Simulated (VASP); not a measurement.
# HgTe (F-43m) in VASP: further runs

HgTe is run at these levels: PBEsol, BLYP; tasks: single point.

All numbers are computed with VASP 6.6.1; they aren't measurements. Logs are shortened: lines on timing, memory, paths and dates and some standing lists are left out, and cuts for length are marked.

## 1. The cell of the first run

The structure is cubic, space group F-43m (No. 216). Conventional cell: a = 6.447 Å, b = 6.447 Å, c = 6.447 Å, α = 90.00°, β = 90.00°, γ = 90.00°. Hg (site symmetry -43m) has 4 Te at 2.79 Å within 3.7 Å. Te (site symmetry -43m) has 4 Hg at 2.79 Å within 3.7 Å.

## 2. Single point, PBEsol

The input, INCAR:

```
SYSTEM = HgTe
PREC = Accurate
ENCUT = 520
EDIFF = 1E-7
ISMEAR = 0
SIGMA = 0.05
LREAL = .False.
LASPH = .True.
NELM = 60
ALGO = Normal
ISIF = 2
LWAVE = .False.
LCHARG = .False.
GGA = PS
NBANDS = 16
```

The input, KPOINTS:

```
regular mesh
0
Gamma
  6 6 6
  0 0 0
```

The input, POSCAR:

```
HgTe
1.0
    0.0000000000      3.2234988908      3.2234988908
    3.2234988908      0.0000000000      3.2234988908
    3.2234988908      3.2234988908      0.0000000000
Hg Te
1 1
Direct
    0.0000000000      0.0000000000      0.0000000000
    0.2500000000      0.2500000000      0.2500000000
```

Potentials or basis: VASP PAW PBE potentials, release 64 (Hg, Te).

On the command line:

```bash
$ cat potpaw_PBE.64/Hg/POTCAR potpaw_PBE.64/Te/POTCAR > POTCAR
$ mpirun -np 1 vasp_std > vasp.out
```

OUTCAR:

```text
SYSTEM = HgTe
   PREC = Accurate
   ENCUT = 520
   EDIFF = 1E-7
   ISMEAR = 0
   LREAL = .False.
   LASPH = .True.
   NELM = 60
   ISIF = 2
   GGA = PS

 ion  position               nearest neighbor table
   1  0.000  0.000  0.000-   2 2.79   2 2.79   2 2.79   2 2.79
   2  0.250  0.250  0.250-   1 2.79   1 2.79   1 2.79   1 2.79

  LATTYP: Found a face centered cubic cell.
 ALAT       =     6.4469977816

  Lattice vectors:

 A1 = (   0.0000000000,   3.2234988908,   3.2234988908)
 A2 = (   3.2234988908,   0.0000000000,   3.2234988908)
 A3 = (   3.2234988908,   3.2234988908,   0.0000000000)

Analysis of symmetry for initial positions (statically):
=====================================================================
 Subroutine PRICEL returns:
 Original cell was already a primitive cell.

 Routine SETGRP: Setting up the symmetry group for a
 face centered cubic supercell.

 Subroutine GETGRP returns: Found 24 space group operations
 (whereof 24 operations were pure point group operations)
 out of a pool of 48 trial point group operations.

The static configuration has the point symmetry T_d .

Analysis of symmetry for dynamics (positions and initial velocities):
=====================================================================
 Subroutine PRICEL returns:
 Original cell was already a primitive cell.

 Routine SETGRP: Setting up the symmetry group for a
 face centered cubic supercell.

 Subroutine GETGRP returns: Found 24 space group operations
 (whereof 24 operations were pure point group operations)
 out of a pool of 48 trial point group operations.

The dynamic configuration has the point symmetry T_d .

 Subroutine INISYM returns: Found 24 space group operations
 (whereof 24 operations are pure point group operations),
 and found     1 'primitive' translations

----------------------------------------------------------------------------------------

                                     Primitive cell

  volume of cell :      66.9904

  direct lattice vectors                    reciprocal lattice vectors
     0.000000000  3.223498891  3.223498891    -0.155110958  0.155110958  0.155110958
     3.223498891  0.000000000  3.223498891     0.155110958 -0.155110958  0.155110958
     3.223498891  3.223498891  0.000000000     0.155110958  0.155110958 -0.155110958

  length of vectors
[... 71 lines left out ...]
   ENCUT  =  520.0 eV  38.22 Ry    6.18 a.u.   8.48  8.48  8.48*2*pi/ulx,y,z
   NELM   =     60;   NELMIN=  2; NELMDL= -5     # of ELM steps
   EDIFF  = 0.1E-06   stopping-criterion for ELM
   LREAL  =      F    real-space projection
   EDIFFG = 0.1E-05   stopping-criterion for IOM
   NSW    =      0    number of steps for IOM
   IBRION =     -1    ionic relax: 0-MD 1-quasi-New 2-CG
   NFREE  =      0    steps in history (QN), initial steepest desc. (CG)
   ISIF   =      2    stress and relaxation
   ISYM   =      2    0-nonsym 1-usesym 2-fastsym
   POTIM  = 0.5000    time-step for ionic-motion
   TEBEG  =    0.0;   TEEND  =   0.0 temperature during run
   PSTRESS=    0.0 pullay stress
   NELECT =      18.0000    total number of electrons
   NUPDOWN=      -1.0000    fix difference up-down
   EMIN   =  10.00;   EMAX   =-10.00  energy-range for DOS
   EFERMI =   0.00;   METHOD = LEGACY
   ISMEAR =     0;   SIGMA  =   0.05  broadening in eV -4-tet -1-fermi 0-gaus
   EFERMI_NEDOS =   21; number of points for ismear=-14 and -15
   IALGO  =     38    algorithm
   IMIX   =      4    mixing-type and parameters
     AMIX     =   0.40;   BMIX     =  1.00
     AMIX_MAG =   1.60;   BMIX_MAG =  1.00
  volume/ion in A,a.u.               =      33.50       226.04
  Fermi-wavevector in a.u.,A,eV,Ry     =   1.056399  1.996305 15.183825  1.115980
  Thomas-Fermi vector in A             =   2.191634
   LORBIT       =      0    0 simple, 1 ext, 2 COOP (PROOUT), +10 PAW based schemes
   GGA     = PS    functional components
   LHFCALC =     F    Hartree Fock is set to
   AEXX    =    0.0000 exact exchange contribution
   IVDW    =     0    specifies the selected vdW correction
   LEPSILON=     F    determine dielectric tensor
   LRPA    =     F    only Hartree local field effects (RPA)
 non-spin polarized calculation
 Gauss-broadening in eV      SIGMA  =   0.05
  energy-cutoff  :      520.00
  volume of cell :       66.99
 maximum number of plane-waves:      1821
 NGX is ok and might be reduce to    36
   NGX = 17   NGY = 17   NGZ = 17

 number of electron      18.0000001 magnetization

 Free energy of the ion-electron system (eV)
  ---------------------------------------------------
  ext. energy  EPLUGINS =         0.00000000
  ---------------------------------------------------
  free energy    TOTEN  =        -4.35382213 eV

  energy without entropy =       -4.35346504  energy(sigma->0) =       -4.35364358

 E-fermi :   3.0576     XC(G=0):  -8.9710

 val. band max:        3.0424160568   @ k =   0.0000   0.0000   0.0000
 cond. band min:       3.6754768715   @ k =   0.5000   0.0000   0.0000
 fundamental gap:      0.6330608147
 Fermi energy:         3.0576445403

 k-point     1 :       0.0000    0.0000    0.0000
  band No.  band energies     occupation
      1      -9.0385      2.00000
      2      -4.3556      2.00000
      3      -4.3556      2.00000
      4      -4.3556      2.00000
      5      -3.8109      2.00000
      6      -3.8109      2.00000
[... 281 lines left out ...]
      3      -4.0627      2.00000
      4      -3.9378      2.00000
      5      -3.7943      2.00000
      6      -3.2213      2.00000
[... 8 lines left out ...]
     15      13.9193      0.00000
     16      14.2027      0.00000

------------------------ aborting loop because EDIFF is reached ----------------------------------------

  FORCE on cell =-STRESS in cart. coord.  units (eV):
  Direction    XX          YY          ZZ          XY          YZ          ZX
  --------------------------------------------------------------------------------------
  -------------------------------------------------------------------------------------
  Total        0.6307591      0.6307591      0.6307591     -0.0000000      0.0000000     -0.0000000
  in kB       15.0855633     15.0855633     15.0855633     -0.0000000      0.0000000     -0.0000000
  external PRESSURE =      15.0855633 kB  Pullay stress =       0.0000000 kB

 VOLUME and BASIS-vectors are now :
 -----------------------------------------------------------------------------
  energy-cutoff  :      520.00
  volume of cell :       66.99
      direct lattice vectors                 reciprocal lattice vectors
     0.000000000  3.223498891  3.223498891    -0.155110958  0.155110958  0.155110958
     3.223498891  0.000000000  3.223498891     0.155110958 -0.155110958  0.155110958
     3.223498891  3.223498891  0.000000000     0.155110958  0.155110958 -0.155110958

 POSITION                                       TOTAL-FORCE (eV/Angst)
 -----------------------------------------------------------------------------------
      0.00000      0.00000      0.00000         0.000000     -0.000000      0.000000
      1.61175      1.61175      1.61175        -0.000000      0.000000     -0.000000
 -----------------------------------------------------------------------------------
    total drift:                               -0.000000     -0.000000     -0.000000

  FREE ENERGIE OF THE ION-ELECTRON SYSTEM (eV)
  ---------------------------------------------------
  free  energy   TOTEN  =        -4.3538221279 eV

  energy  without entropy=       -4.3534650392  energy(sigma->0) =       -4.35364358
```

Wall time 21 s (1 thread of AMD EPYC 7R43 (Zen 3), shared host); peak memory 0.17 GiB.

Results:

```yaml
Free_energy: -4.3538 eV
Pressure: 1.5 GPa
Band_gap_on_the_k_mesh: zero (filled and empty bands touch)
```

Caveat: the PAW data sets were made with another functional, which shifts forces and pressure a little; spin-orbit coupling is left out, which moves the levels of the heavy elements.

## 3. Single point, PBEsol (volume scaled by 0.98)

The input, INCAR:

```
PREC = Accurate ; ENCUT = 520
EDIFF = 1E-6 ; ISMEAR = 0
SIGMA = 0.05 ; LREAL = False
LASPH = True ; NELM = 60
ALGO = Normal ; ISIF = 2
LWAVE = False ; LCHARG = True
GGA = PS ; LELF = True
LVHAR = True ; NBANDS = 16
```

The input, KPOINTS:

```
regular mesh
0
Gamma
  6 6 6
```

The input, POSCAR:

```
HgTe
1.0
    0.0000000000      3.2344025567      3.2344025567
    3.2344025567      0.0000000000      3.2344025567
    3.2344025567      3.2344025567      0.0000000000
Hg Te
1 1
Direct
    0.0000000000      0.0000000000      0.0000000000
    0.2500000000      0.2500000000      0.2500000000
```

Potentials or basis: VASP PAW PBE potentials, release 64 (Hg, Te).

On the command line:

```bash
$ cat potpaw_PBE.64/Hg/POTCAR potpaw_PBE.64/Te/POTCAR > POTCAR
$ mpirun -np 1 vasp_std > vasp.out
```

Run time: 22 s. Hardware: 1 thread of AMD EPYC 7R43 (Zen 3), shared host; peak memory 0.17 GiB.

It converged, with:

```
Free energy            : -4.3593 eV
Pressure               : 1.0 GPa
Band gap on the k mesh : zero (filled and empty bands touch)
```

Levels at points of the mesh, in eV from the Fermi level:
| k point | band 7 | band 8 | band 9 | band 10 | band 11 | band 12 |
| --- | --- | --- | --- | --- | --- | --- |
| (0.00, 0.00, 0.00) | -0.83 | -0.02 | -0.02 | -0.02 | 4.17 | 4.17 |
| (0.50, 0.00, 0.00) | -5.54 | -1.01 | -1.01 | 0.62 | 4.96 | 4.96 |
| (0.50, 0.50, 0.00) | -5.48 | -2.30 | -2.30 | 1.82 | 2.37 | 8.08 |

Caveat: the PAW data sets were made with another functional, which shifts forces and pressure a little; spin-orbit coupling is left out, which moves the levels of the heavy elements.

## 4. Single point, PBEsol (volume scaled by 0.96)

The input, INCAR:

```
PREC = Accurate ; ENCUT = 520
EDIFF = 1E-7 ; ISMEAR = 0
SIGMA = 0.05 ; LREAL = False
LASPH = True ; NELM = 60
ALGO = Normal ; ISIF = 2
LWAVE = False ; LCHARG = False
GGA = PS ; NBANDS = 16
```

The input, KPOINTS:

```
Automatic mesh
0
Gamma
  6 6 6
```

The input, POSCAR:

```
HgTe
1.0
    0.0000000000      3.2122484193      3.2122484193
    3.2122484193      0.0000000000      3.2122484193
    3.2122484193      3.2122484193      0.0000000000
Hg Te
1 1
Direct
    0.0000000000      0.0000000000      0.0000000000
    0.2500000000      0.2500000000      0.2500000000
```

Potentials or basis: VASP PAW PBE potentials, release 64 (Hg, Te).

On the command line:

```bash
$ cat potpaw_PBE.64/Hg/POTCAR potpaw_PBE.64/Te/POTCAR > POTCAR
$ mpirun -np 1 vasp_std > vasp.out
```

OUTCAR:

```text
PREC = Accurate
   ENCUT = 520
   EDIFF = 1E-7
   ISMEAR = 0
   LREAL = False
   LASPH = True
   NELM = 60
   ISIF = 2
   GGA = PS

 ion  position               nearest neighbor table
   1  0.000  0.000  0.000-   2 2.78   2 2.78   2 2.78   2 2.78
   2  0.250  0.250  0.250-   1 2.78   1 2.78   1 2.78   1 2.78

  LATTYP: Found a face centered cubic cell.
 ALAT       =     6.4244968386

  Lattice vectors:

 A1 = (   0.0000000000,   3.2122484193,   3.2122484193)
 A2 = (   3.2122484193,   0.0000000000,   3.2122484193)
 A3 = (   3.2122484193,   3.2122484193,   0.0000000000)

Analysis of symmetry for initial positions (statically):
=====================================================================
 Subroutine PRICEL returns:
 Original cell was already a primitive cell.

 Routine SETGRP: Setting up the symmetry group for a
 face centered cubic supercell.

 Subroutine GETGRP returns: Found 24 space group operations
 (whereof 24 operations were pure point group operations)
 out of a pool of 48 trial point group operations.

The static configuration has the point symmetry T_d .

[... 150 lines left out ...]
  energy without entropy =       -4.34551999  energy(sigma->0) =       -4.34569853

 E-fermi :   3.1710     XC(G=0):  -9.0192

 val. band max:        3.1557397727   @ k =   0.0000   0.0000   0.0000
 cond. band min:       3.7884370189   @ k =   0.5000   0.0000   0.0000
 fundamental gap:      0.6326972462
 Fermi energy:         3.1709682558

 k-point     1 :       0.0000    0.0000    0.0000
  band No.  band energies     occupation
      1      -9.0032      2.00000
      2      -4.3061      2.00000
      3      -4.3061      2.00000
      4      -4.3061      2.00000
      5      -3.7484      2.00000
      6      -3.7484      2.00000
[... 281 lines left out ...]
      3      -4.0058      2.00000
      4      -3.8794      2.00000
      5      -3.7317      2.00000
      6      -3.1420      2.00000
[... 8 lines left out ...]
     15      14.0606      0.00000
     16      14.3495      0.00000

------------------------ aborting loop because EDIFF is reached ----------------------------------------

  FORCE on cell =-STRESS in cart. coord.  units (eV):
  Direction    XX          YY          ZZ          XY          YZ          ZX
  --------------------------------------------------------------------------------------
  -------------------------------------------------------------------------------------
  Total        0.8448984      0.8448984      0.8448984     -0.0000000      0.0000000      0.0000000
  in kB       20.4200912     20.4200912     20.4200912     -0.0000000      0.0000000      0.0000000
  external PRESSURE =      20.4200912 kB  Pullay stress =       0.0000000 kB

 VOLUME and BASIS-vectors are now :
 -----------------------------------------------------------------------------
  energy-cutoff  :      520.00
  volume of cell :       66.29
      direct lattice vectors                 reciprocal lattice vectors
     0.000000000  3.212248419  3.212248419    -0.155654213  0.155654213  0.155654213
     3.212248419  0.000000000  3.212248419     0.155654213 -0.155654213  0.155654213
     3.212248419  3.212248419  0.000000000     0.155654213  0.155654213 -0.155654213

 POSITION                                       TOTAL-FORCE (eV/Angst)
 -----------------------------------------------------------------------------------
      0.00000      0.00000      0.00000         0.000000     -0.000000     -0.000000
      1.60612      1.60612      1.60612        -0.000000      0.000000      0.000000
 -----------------------------------------------------------------------------------
    total drift:                               -0.000000     -0.000000     -0.000000

  FREE ENERGIE OF THE ION-ELECTRON SYSTEM (eV)
  ---------------------------------------------------
  free  energy   TOTEN  =        -4.3458770761 eV

  energy  without entropy=       -4.3455199874  energy(sigma->0) =       -4.34569853
```

stdout:

```text
POSCAR found type information on POSCAR HgTe
 POSCAR found :  2 types and       2 ions
 scaLAPACK will be used
 -----------------------------------------------------------------------------
|                                                                             |
|                                                                             |
|     You enforced a specific xc type in the INCAR file but a different       |
|     I HOPE YOU KNOW WHAT YOU ARE DOING!                                     |
|                                                                             |
 -----------------------------------------------------------------------------

 LDA part: xc-table for (Slater+PW92), standard interpolation
 POSCAR, INCAR and KPOINTS ok, starting setup
 FFT: planning ... GRIDC
 FFT: planning ... GRID_SOFT
 FFT: planning ... GRID
 WAVECAR not read
 entering main loop
```

It took 21 s on 1 thread of AMD EPYC 7R43 (Zen 3), shared host; peak memory 0.17 GiB.

Results:

```yaml
Free_energy: -4.3459 eV
Pressure: 2.0 GPa
Band_gap_on_the_k_mesh: zero (filled and empty bands touch)
```

Caveat: the PAW data sets were made with another functional, which shifts forces and pressure a little; spin-orbit coupling is left out, which moves the levels of the heavy elements.

## 5. Single point, BLYP

The input, INCAR:

```
SYSTEM = HgTe
PREC = Accurate
ENCUT = 520
EDIFF = 1E-7
ISMEAR = 0
SIGMA = 0.05
LREAL = .False.
LASPH = .True.
NELM = 80
ALGO = Normal
ISIF = 2
LWAVE = .False.
LCHARG = .False.
GGA = B5
ALDAX = 1.0
AGGAX = 1.0
AGGAC = 1.0
ALDAC = 0.0
NBANDS = 16
```

The input, KPOINTS:

```
regular mesh
0
Gamma
  6 6 6
  0 0 0
```

The input, POSCAR:

```
HgTe
1.0
    0.0000000000      3.2234988908      3.2234988908
    3.2234988908      0.0000000000      3.2234988908
    3.2234988908      3.2234988908      0.0000000000
Hg Te
1 1
Direct
    0.0000000000      0.0000000000      0.0000000000
    0.2500000000      0.2500000000      0.2500000000
```

On the command line:

```bash
$ cat potpaw_PBE.64/Hg/POTCAR potpaw_PBE.64/Te/POTCAR > POTCAR
$ mpirun -np 1 vasp_std > vasp.out
```

It took 39 s on 1 thread of AMD EPYC 7R43 (Zen 3), shared host; peak memory 0.17 GiB.

Results (log left out):

```
Free energy            : -2.4356 eV
Pressure               : 7.7 GPa
Band gap on the k mesh : zero (filled and empty bands touch)
```

Levels at points of the mesh, in eV from the Fermi level:
| k point | band 5 | band 6 | band 7 | band 8 | band 9 | band 10 | band 11 | band 12 | band 13 | band 14 |
| --- | --- | --- | --- | --- | --- | --- | --- | --- | --- | --- |
| (0.00, 0.00, 0.00) | -6.91 | -6.91 | -0.79 | -0.02 | -0.02 | -0.02 | 4.23 | 4.23 | 4.23 | 6.61 |
| (0.50, 0.00, 0.00) | -6.89 | -6.60 | -5.55 | -1.01 | -1.01 | 0.68 | 5.05 | 5.05 | 6.93 | 7.99 |
| (0.50, 0.50, 0.00) | -6.85 | -6.45 | -5.51 | -2.31 | -2.31 | 1.90 | 2.53 | 8.30 | 8.85 | 8.85 |

Caveat: the PAW data sets were made with another functional, which shifts forces and pressure a little; spin-orbit coupling is left out, which moves the levels of the heavy elements.

## 6. The runs side by side

| level | cell | gap on the mesh (eV) | pressure (GPa) |
| --- | --- | --- | --- |
| PBEsol | a = 4.559 Å, angles 60.0°, 2 atoms | none | 1.5 |
| PBEsol | a = 4.574 Å, angles 60.0°, 2 atoms | none | 1.0 |
| PBEsol | a = 4.543 Å, angles 60.0°, 2 atoms | none | 2.0 |
| BLYP | a = 4.559 Å, angles 60.0°, 2 atoms | none | 7.7 |

Alike in all rows: task single point; potentials or basis VASP PAW PBE potentials, release 64 (Hg, Te); no spin polarisation; k mesh 6 × 6 × 6; cutoff (eV) 520; smearing gaussian 0.05 eV.

Caveats: the PAW data sets were made with another functional, which shifts forces and pressure a little; spin-orbit coupling is left out, which moves the levels of the heavy elements.

Total energies depend on the potentials used, so only differences within one code and one set of settings carry meaning.
